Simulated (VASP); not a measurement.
# BaTiO3 (Amm2) in VASP: single point with PBE+U

Aim: the single point of BaTiO3 with PBE+U.

Everything below comes from runs of VASP 6.6.1. Logs are shortened: lines on timing, memory, paths and dates and some standing lists are left out, and cuts for length are marked.

**1. The cell of the first run**

It takes space group Amm2 (No. 38, orthorhombic). Conventional cell: a = 3.984 Å, b = 5.674 Å, c = 5.692 Å, α = 90.00°, β = 90.00°, γ = 90.00°. Within 3.7 Å of Ba (site symmetry mm2) lie 12 O at 2.80 to 2.89 Å and 8 Ti at 3.44 to 3.51 Å. Within 2.6 Å of Ti (site symmetry mm2) lie 6 O at 1.95 to 2.07 Å. O (site symmetry mm2) has 2 Ti at 1.99 Å within 2.6 Å. O (site symmetry m) has 2 Ti at 1.95 to 2.07 Å within 2.6 Å.

**2. Single point, PBE+U**

The input, INCAR:

```
SYSTEM = BaTiO3
PREC = Accurate ; ENCUT = 600
EDIFF = 1E-6 ; ISMEAR = 0
SIGMA = 0.02 ; LREAL = .False.
LASPH = .True. ; NELM = 200
ALGO = Normal ; ISIF = 2
LWAVE = .False. ; LCHARG = .False.
LMAXMIX = 4 ; LDAU = .True.
LDAUTYPE = 2 ; LDAUL = -1 2 -1
LDAUU = 0 4 0 ; LDAUJ = 0 0 0
LDAUPRINT = 1 ; GGA = PE
NBANDS = 28 ; GGA_COMPAT = .False.
```

The input, KPOINTS:

```
regular mesh
0
Gamma
  6 6 6
  0 0 0
```

The input, POSCAR:

```
BaTiO3
1.0
    3.9841000000      0.0000000000      0.0000000000
    0.0000000000      2.8370500000      2.8458000000
    0.0000000000     -2.8370500000      2.8458000000
Ba Ti O
1 1 3
Direct
    0.0000000000      0.0000000000      0.0000000000
    0.5000000000      0.5079000000      0.5079000000
    0.0000000000      0.4921000000      0.4921000000
    0.5000000000      0.5025100000      0.9937100000
    0.5000000000      0.9937100000      0.5025100000
```

Potentials or basis: VASP PAW PBE potentials, release 64 (Ba_sv, Ti_sv, O).

Started as:

```bash
$ cat potpaw_PBE.64/Ba_sv/POTCAR potpaw_PBE.64/Ti_sv/POTCAR potpaw_PBE.64/O/POTCAR > POTCAR
$ mpirun -np 1 vasp_std > vasp.out
```

OUTCAR:

```text
SYSTEM = BaTiO3
   PREC = Accurate
   ENCUT = 600
   EDIFF = 1E-6
   ISMEAR = 0
   LREAL = .False.
   LASPH = .True.
   NELM = 200
   ISIF = 2
   GGA = PE

 ion  position               nearest neighbor table
   1  0.000  0.000  0.000-   3 2.80   4 2.82   5 2.82   4 2.82   5 2.82   4 2.84   5 2.84   5 2.84
                             4 2.84   3 2.84   3 2.84   3 2.89   2 3.44   2 3.44   2 3.47   2 3.47
   2  0.500  0.508  0.508-   4 1.95   5 1.95   3 1.99   3 1.99   5 2.07   4 2.07   1 3.44   1 3.44
                             1 3.47   1 3.47   1 3.47   1 3.47   1 3.51   1 3.51
   3  0.000  0.492  0.492-   2 1.99   2 1.99   1 2.80   1 2.84   1 2.84   1 2.89
   4  0.500  0.503  0.994-   2 1.95   2 2.07   1 2.82   1 2.82   1 2.84   1 2.84
   5  0.500  0.994  0.503-   2 1.95   2 2.07   1 2.82   1 2.82   1 2.84   1 2.84

  LATTYP: Found a base centered orthorhombic cell.
 ALAT       =     5.6741000000
 B/A-ratio  =     1.0030841896
 C/A-ratio  =     0.7021554079

  Lattice vectors:

 A1 = (   0.0000000000,   2.8370500000,  -2.8458000000)
 A2 = (   0.0000000000,   2.8370500000,   2.8458000000)
 A3 = (   3.9841000000,   0.0000000000,   0.0000000000)

Analysis of symmetry for initial positions (statically):
=====================================================================
 Subroutine PRICEL returns:
 Original cell was already a primitive cell.

 Routine SETGRP: Setting up the symmetry group for a
 base centered orthorhombic supercell.

 Subroutine GETGRP returns: Found  4 space group operations
 (whereof  4 operations were pure point group operations)
 out of a pool of  8 trial point group operations.

The static configuration has the point symmetry C_2v.

Analysis of symmetry for dynamics (positions and initial velocities):
=====================================================================
 Subroutine PRICEL returns:
 Original cell was already a primitive cell.

 Routine SETGRP: Setting up the symmetry group for a
 base centered orthorhombic supercell.

 Subroutine GETGRP returns: Found  4 space group operations
 (whereof  4 operations were pure point group operations)
 out of a pool of  8 trial point group operations.

The dynamic configuration has the point symmetry C_2v.

 Subroutine INISYM returns: Found  4 space group operations
 (whereof  4 operations are pure point group operations),
 and found     1 'primitive' translations

----------------------------------------------------------------------------------------

                                     Primitive cell

  volume of cell :      64.3327

  direct lattice vectors                    reciprocal lattice vectors
     3.984100000  0.000000000  0.000000000     0.250997716  0.000000000  0.000000000
     0.000000000  2.837050000  2.845800000     0.000000000  0.176239404  0.175697519
     0.000000000 -2.837050000  2.845800000     0.000000000 -0.176239404  0.175697519

  length of vectors
     3.984100000  4.018386535  4.018386535     0.250997716  0.248857280  0.248857280

  position of ions in fractional coordinates (direct lattice)
     0.000000000  0.000000000  0.000000000
     0.500000000  0.507900000  0.507900000
     0.000000000  0.492100000  0.492100000
     0.500000000  0.502510000  0.993710000
     0.500000000  0.993710000  0.502510000

  ion indices of the primitive-cell ions
   primitive index   ion index
                 1           1
                 2           2
                 3           3
                 4           4
                 5           5

----------------------------------------------------------------------------------------
[... 53 lines left out ...]
   number of dos      NEDOS =    301   number of ions     NIONS =      5
   total plane-waves  NPLWV =  32768
   dimension x,y,z NGX =    32 NGY =   32 NGZ =   32
   dimension x,y,z NGXF=    64 NGYF=   64 NGZF=   64
   ions per type =               1   1   3
   NGX,Y,Z   is equivalent  to a cutoff of  13.35, 13.24, 13.24 a.u.
   NGXF,Y,Z  is equivalent  to a cutoff of  26.71, 26.48, 26.48 a.u.
 SYSTEM =  BaTiO3
   PREC   = accura    normal or accurate (medium, high low for compatibility)
   ISTART =      0    job   : 0-new  1-cont  2-samecut
   ICHARG =      2    charge: 1-file 2-atom 10-const
   ISPIN  =      1    spin polarized calculation?
   LNONCOLLINEAR =      F non collinear calculations
   LSORBIT =      F    spin-orbit coupling
   LASPH  =      T    aspherical Exc in radial PAW
   ENCUT  =  600.0 eV  44.10 Ry    6.64 a.u.   7.96  8.03  8.03*2*pi/ulx,y,z
   NELM   =    200;   NELMIN=  2; NELMDL= -5     # of ELM steps
   EDIFF  = 0.1E-05   stopping-criterion for ELM
   LREAL  =      F    real-space projection
   EDIFFG = 0.1E-04   stopping-criterion for IOM
   NSW    =      0    number of steps for IOM
   IBRION =     -1    ionic relax: 0-MD 1-quasi-New 2-CG
   NFREE  =      0    steps in history (QN), initial steepest desc. (CG)
   ISIF   =      2    stress and relaxation
   ISYM   =      2    0-nonsym 1-usesym 2-fastsym
   POTIM  = 0.5000    time-step for ionic-motion
   TEBEG  =    0.0;   TEEND  =   0.0 temperature during run
   PSTRESS=    0.0 pullay stress
   NELECT =      40.0000    total number of electrons
   NUPDOWN=      -1.0000    fix difference up-down
   EMIN   =  10.00;   EMAX   =-10.00  energy-range for DOS
   EFERMI =   0.00;   METHOD = LEGACY
   ISMEAR =     0;   SIGMA  =   0.02  broadening in eV -4-tet -1-fermi 0-gaus
   EFERMI_NEDOS =   21; number of points for ismear=-14 and -15
   IALGO  =     38    algorithm
   IMIX   =      4    mixing-type and parameters
     AMIX     =   0.40;   BMIX     =  1.00
     AMIX_MAG =   1.60;   BMIX_MAG =  1.00
  volume/ion in A,a.u.               =      12.87        86.83
  Fermi-wavevector in a.u.,A,eV,Ry     =   1.397283  2.640482 26.564002  1.952399
  Thomas-Fermi vector in A             =   2.520554
   LORBIT       =      0    0 simple, 1 ext, 2 COOP (PROOUT), +10 PAW based schemes
 LDA+U is selected, type is set to LDAUTYPE =  2
   angular momentum for each species LDAUL =    -1    2   -1
   U (eV)           for each species LDAUU =   0.0  4.0  0.0
   J (eV)           for each species LDAUJ =   0.0  0.0  0.0
   GGA     = PE    functional components
   LHFCALC =     F    Hartree Fock is set to
   AEXX    =    0.0000 exact exchange contribution
   IVDW    =     0    specifies the selected vdW correction
   LEPSILON=     F    determine dielectric tensor
   LRPA    =     F    only Hartree local field effects (RPA)
 non-spin polarized calculation
 Gauss-broadening in eV      SIGMA  =   0.02
  energy-cutoff  :      600.00
  volume of cell :       64.33
 maximum number of plane-waves:      2176
 NGX is ok and might be reduce to    32
   NGX = 15   NGY = 17   NGZ = 17

atom =   2  type =  2  l = 2

 onsite density matrix

spin component  1

  0.1050  0.0000  0.0000  0.0000  0.0000
  0.0000  0.2372  0.0000  0.0000  0.0000
  0.0000  0.0000  0.1372  0.0000 -0.0579
  0.0000  0.0000  0.0000  0.1056  0.0000
  0.0000  0.0000 -0.0579  0.0000  0.2059

spin component  2

  0.1050  0.0000  0.0000  0.0000  0.0000
  0.0000  0.2372  0.0000  0.0000  0.0000
  0.0000  0.0000  0.1372  0.0000 -0.0579
  0.0000  0.0000  0.0000  0.1056  0.0000
  0.0000  0.0000 -0.0579  0.0000  0.2059

 occupancies and eigenvectors

  o =  0.1042  v =  0.0000  0.0000 -0.8690  0.0000 -0.4948  0.0000  0.0000  0.0000  0.0000  0.0000      0.0000  0.0000  0.0000  0.0000  0.0000  0.0000  0.0000  0.0000  0.0000  0.0000
  o =  0.1042  v =  0.0000  0.0000  0.0000  0.0000  0.0000  0.0000  0.0000 -0.8690  0.0000 -0.4948      0.0000  0.0000  0.0000  0.0000  0.0000  0.0000  0.0000  0.0000  0.0000  0.0000
  o =  0.1050  v =  1.0000  0.0000  0.0000  0.0000  0.0000  0.0000  0.0000  0.0000  0.0000  0.0000      0.0000  0.0000  0.0000  0.0000  0.0000  0.0000  0.0000  0.0000  0.0000  0.0000
  o =  0.1050  v =  0.0000  0.0000  0.0000  0.0000  0.0000  1.0000  0.0000  0.0000  0.0000  0.0000      0.0000  0.0000  0.0000  0.0000  0.0000  0.0000  0.0000  0.0000  0.0000  0.0000
  o =  0.1056  v =  0.0000  0.0000  0.0000  1.0000  0.0000  0.0000  0.0000  0.0000  0.0000  0.0000      0.0000  0.0000  0.0000  0.0000  0.0000  0.0000  0.0000  0.0000  0.0000  0.0000
  o =  0.1056  v =  0.0000  0.0000  0.0000  0.0000  0.0000  0.0000  0.0000  0.0000  1.0000  0.0000      0.0000  0.0000  0.0000  0.0000  0.0000  0.0000  0.0000  0.0000  0.0000  0.0000
  o =  0.2372  v =  0.0000  0.0000  0.0000  0.0000  0.0000  0.0000  1.0000  0.0000  0.0000  0.0000      0.0000  0.0000  0.0000  0.0000  0.0000  0.0000  0.0000  0.0000  0.0000  0.0000
  o =  0.2372  v =  0.0000  1.0000  0.0000  0.0000  0.0000  0.0000  0.0000  0.0000  0.0000  0.0000      0.0000  0.0000  0.0000  0.0000  0.0000  0.0000  0.0000  0.0000  0.0000  0.0000
  o =  0.2389  v =  0.0000  0.0000  0.0000  0.0000  0.0000  0.0000  0.0000 -0.4948  0.0000  0.8690      0.0000  0.0000  0.0000  0.0000  0.0000  0.0000  0.0000  0.0000  0.0000  0.0000
  o =  0.2389  v =  0.0000  0.0000 -0.4948  0.0000  0.8690  0.0000  0.0000  0.0000  0.0000  0.0000      0.0000  0.0000  0.0000  0.0000  0.0000  0.0000  0.0000  0.0000  0.0000  0.0000

 number of electron      39.9999994 magnetization

 Free energy of the ion-electron system (eV)
  ---------------------------------------------------
  ext. energy  EPLUGINS =         0.00000000
  ---------------------------------------------------
  free energy    TOTEN  =       -37.29287601 eV

  energy without entropy =      -37.29287601  energy(sigma->0) =      -37.29287601

 E-fermi :   4.1335     XC(G=0): -11.2475

 val. band max:        3.9464117869   @ k =   0.5000   0.5000   0.5000
 cond. band min:       6.2028969888   @ k =   0.0000   0.0000   0.0000
 fundamental gap:      2.2564852019
 Fermi energy:         4.1334663561

 k-point     1 :       0.0000    0.0000    0.0000
  band No.  band energies     occupation
      1     -53.7620      2.00000
      2     -29.9298      2.00000
      3     -29.9283      2.00000
      4     -29.9225      2.00000
      5     -20.8852      2.00000
      6     -13.0016      2.00000
[... 733 lines left out ...]
     27      12.1171      0.00000
     28      12.4973      0.00000

 [... further k-points ...]
[... 5 lines left out ...]
  --------------------------------------------------------------------------------------
  -------------------------------------------------------------------------------------
  Total        2.9968903      2.6872953      2.3869891      0.0000000      0.0000000      0.0000000
  in kB       74.6362535     66.9259263     59.4469302      0.0000000      0.0000000      0.0000000
  external PRESSURE =      67.0030367 kB  Pullay stress =       0.0000000 kB

 VOLUME and BASIS-vectors are now :
 -----------------------------------------------------------------------------
  energy-cutoff  :      600.00
  volume of cell :       64.33
      direct lattice vectors                 reciprocal lattice vectors
     3.984100000  0.000000000  0.000000000     0.250997716  0.000000000  0.000000000
     0.000000000  2.837050000  2.845800000     0.000000000  0.176239404  0.175697519
     0.000000000 -2.837050000  2.845800000     0.000000000 -0.176239404  0.175697519

 POSITION                                       TOTAL-FORCE (eV/Angst)
 -----------------------------------------------------------------------------------
      0.00000      0.00000      0.00000         0.000000      0.000000      0.096570
      1.99205      0.00000      2.89076         0.000000      0.000000     -0.242187
      0.00000      0.00000      2.80084         0.000000      0.000000      0.111376
      1.99205     -1.39356      4.25794         0.000000     -0.186011      0.017121
      1.99205      1.39356      4.25794         0.000000      0.186011      0.017121
 -----------------------------------------------------------------------------------
    total drift:                                0.000000     -0.000000      0.000079

  FREE ENERGIE OF THE ION-ELECTRON SYSTEM (eV)
  ---------------------------------------------------
  free  energy   TOTEN  =       -37.2928760089 eV

  energy  without entropy=      -37.2928760089  energy(sigma->0) =      -37.29287601
```

Run time: 2.4 min. Hardware: 1 thread of Oxide Virtual Turin-like, shared host; peak memory 0.22 GiB.

What came out:

```
Free energy            : -37.2929 eV
Pressure               : 6.7 GPa
Largest force          : 0.242 eV/Å
Band gap on the k mesh : 2.26 eV (least direct gap 2.47 eV)
```

Forces in eV/Å, atoms in the order of the input:
```
Ba   0.000  0.000  0.097
Ti   0.000  0.000 -0.242
O    0.000  0.000  0.111
O    0.000 -0.186  0.017
O    0.000  0.186  0.017
```

Eigenvalues of the final occupation matrices:
```tsv
site	spin	trace	eigenvalues
site 2 d	1	0.79	0.10 0.10 0.11 0.24 0.24
site 2 d	2	0.79	0.10 0.10 0.11 0.24 0.24
```

Caveat: the cell stands under pressure; spin-orbit coupling is left out, which moves the levels of the heavy elements. A k mesh can miss the band edges.
